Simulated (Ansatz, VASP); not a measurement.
Re: VASP beside Ansatz

Contents of INCAR:

```
SYSTEM = Re
PREC = Accurate
ENCUT = 520
EDIFF = 1E-8
ISMEAR = -1
SIGMA = 0.03
LREAL = .FALSE.
LASPH = .TRUE.
NELM = 100
ALGO = Normal
ISIF = 2
LWAVE = .FALSE.
LCHARG = .FALSE.
GGA = PE
LEFG = .TRUE.
NBANDS = 10
```

The input KPOINTS:

```
Automatic mesh
0
G
  14 14 14
  0 0 0
```

The input POSCAR:

```
Re
1.0
    0.0000000000      1.9750000000      1.9750000000
    1.9750000000      0.0000000000      1.9750000000
    1.9750000000      1.9750000000      0.0000000000
Re
1
Direct
    0.0000000000      0.0000000000      0.0000000000
```

Input for Ansatz:

```yaml
crystal:
  lattice:
    - [0.0, 1.975, 1.975]
    - [1.975, 0.0, 1.975]
    - [1.975, 1.975, 0.0]
  atoms:
    - { symbol: Re, position: [0.0, 0.0, 0.0] }
kpoints:
  mp_grid: { grid: [14, 14, 14] }
  band_path:
    path:
      - [0.0, 0.0, 0.0]
      - [0.5, 0.0, 0.5]
      - [0.625, 0.25, 0.625]
      - [0.375, 0.375, 0.75]
      - [0.0, 0.0, 0.0]
      - [0.5, 0.5, 0.5]
      - [0.5, 0.25, 0.75]
      - [0.5, 0.0, 0.5]
    npoints: 14
scf:
  occupations: { method: fermi_dirac, width: 0.03 }
hamiltonian:
  xc: pbe
  pseudopotentials: { kind: paw }
output:
  forces: true
  stress: true
  eigenvalues: true
  efg: { contact_densities: true }
  populations: true
  bader: true
  dos: { projected: true, de: 0.2, e_range: [-14, 8] }
  write_density: true
  write_potential: true
  elf: true
  volumetric_format: npy
```

Alike in both runs: task electric field gradients; functional PBE; k mesh 14 × 14 × 14; occupations fermi-dirac, width 0.03 eV; no spin polarisation.

|  | VASP | Ansatz |
| --- | --- | --- |
| version | VASP 6.6.1 | Ansatz 0.2.0 |
| potentials or method | VASP PAW PBE potentials, release 64 (Re) | PAW with Ansatz's default frozen-core files, scalar-relativistic |
| plane-wave cutoff (eV) | 520 | 420 |
| valence electrons in the cell | 7 | 15 |

VASP gave:

```
pressure (GPa) : -9.8
```

**Question.** What did Ansatz give for the same quantities?

**Answer.** Pressure (GPa): -9.1.

With one functional, cell and mesh, what is left measures potentials, basis and numerics. VASP's potentials hold 7 valence electrons a cell and Ansatz's 15, so a difference there can come from the potentials and not from the codes.

Spin-orbit coupling is off throughout.
